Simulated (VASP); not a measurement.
GaAs, 2 atoms in the cell. Symmetry: P6/mmm, No. 191, hexagonal system. The conventional cell has a = 3.264 Å, b = 3.264 Å, c = 4.784 Å, α = 90.00°, β = 90.00°, γ = 120.00°. Ga (site symmetry 6/mmm) has 2 As at 2.39 Å and 6 Ga at 3.26 Å within 3.3 Å. As (site symmetry 6/mmm) has 2 Ga at 2.39 Å and 6 As at 3.26 Å within 3.3 Å. The cell was generated, and may not be a known phase.

```yaml
Program: VASP 6.6.1
Task: single point
Functional: PBE
Potentials_or_basis: VASP PAW PBE potentials, release 64 (Ga_d, As)
Cutoff: 520 eV
k_mesh: 6 × 6 × 4
Occupations: gaussian, width 0.1 eV
Spin: no spin polarisation
Dipole_correction: no
Further_INCAR_settings: ALGO = Normal; EDIFF = 1e-06; NBANDS = 16
```

Potentials or basis: VASP PAW PBE potentials, release 64 (Ga_d, As).

The run is started by

```console
$ cat potpaw_PBE.64/Ga_d/POTCAR potpaw_PBE.64/As/POTCAR > POTCAR
$ mpirun -np 1 vasp_std > vasp.out
```

Hardware: 1 thread of Intel(R) Xeon(R) Platinum 8488C (Sapphire Rapids), with other jobs on the host.

Question: How long does it take, and how much memory?

Answer: It took 6 s on 1 thread of Intel(R) Xeon(R) Platinum 8488C (Sapphire Rapids), with other jobs on the host, peak memory 0.15 GiB. Counts: scf iterations 11, k points 21.
